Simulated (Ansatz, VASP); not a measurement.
**One calculation of ZnS, two programs**

INCAR

```
PREC = Accurate
ENCUT = 520
EDIFF = 1E-7
ISMEAR = -1
SIGMA = 0.02
LREAL = False
LASPH = True
NELM = 60
ALGO = Normal
ISIF = 2
LWAVE = False
LCHARG = False
GGA = PE
NBANDS = 26
```

KPOINTS

```
Automatic mesh
0
Gamma
  12 12 4
```

The input POSCAR:

```
ZnS
1.0
    3.9957233937      0.0000000000      0.0000000000
   -1.9978616969      3.2956171100      0.0000000000
    0.0000000000      0.0000000000      6.2439931002
Zn S
2 2
Direct
    0.3341279094      0.6682558189     -0.0015822044
    0.6658720906      0.3317441811      0.4984177956
    0.3268921873      0.6537843745      0.3765822044
    0.6731078127      0.3462156255      0.8765822044
```

Input for Ansatz:

```yaml
crystal:
  lattice:
    - [3.9957233937, 0.0, 0.0]
    - [-1.9978616969, 3.29561711, 0.0]
    - [0.0, 0.0, 6.2439931002]
  atoms:
    - { symbol: Zn, position: [0.3341279094, 0.6682558189, -0.0015822044] }
    - { symbol: Zn, position: [0.6658720906, 0.3317441811, 0.4984177956] }
    - { symbol: S, position: [0.3268921873, 0.6537843745, 0.3765822044] }
    - { symbol: S, position: [0.6731078127, 0.3462156255, 0.8765822044] }
kpoints:
  mp_grid: { grid: [12, 12, 4] }
  band_path:
    path:
      - [0.0, 0.0, 0.0]
      - [0.5, 0.0, 0.0]
      - [0.3333333333, 0.3333333333, 0.0]
      - [0.0, 0.0, 0.5]
      - [0.5, 0.0, 0.5]
      - [0.3333333333, 0.3333333333, 0.5]
    npoints: 1
hamiltonian:
  xc: pbe
scf:
  occupations: { method: fermi_dirac, width: 0.02 }
  n_extra_bands: 5
output:
  forces: true
  stress: true
  eigenvalues: true
```

Change from the starting cell: uniaxial_x strain +5.0%.

Alike in both runs: task single point; functional PBE; k mesh 12 × 12 × 4; occupations fermi-dirac, width 0.02 eV; no spin polarisation.

|  | VASP | Ansatz |
| --- | --- | --- |
| version | VASP 6.6.1 | Ansatz 0.2.0 |
| potentials or method | VASP PAW PBE potentials, release 64 (Zn, S) | plane waves, PAW |
| plane-wave cutoff (eV) | 520 | 420 |
| valence electrons in the cell | 36 | 36 |

Ansatz gave:

- gap on the k mesh at the Fermi level (eV): 1.95
- pressure (GPa): -1.2
- traceless stress, the component that is largest in VASP (GPa): -2.21
- rms of the force components (eV/Å): 0.006

Estimate VASP's values.

gap on the k mesh at the Fermi level (eV): 1.95; pressure (GPa): -1.1; traceless stress, the component that is largest in VASP (GPa): -2.21; rms of the force components (eV/Å): 0.007.

Atom by atom the forces differ by 0.001 eV/Å (rms over components).
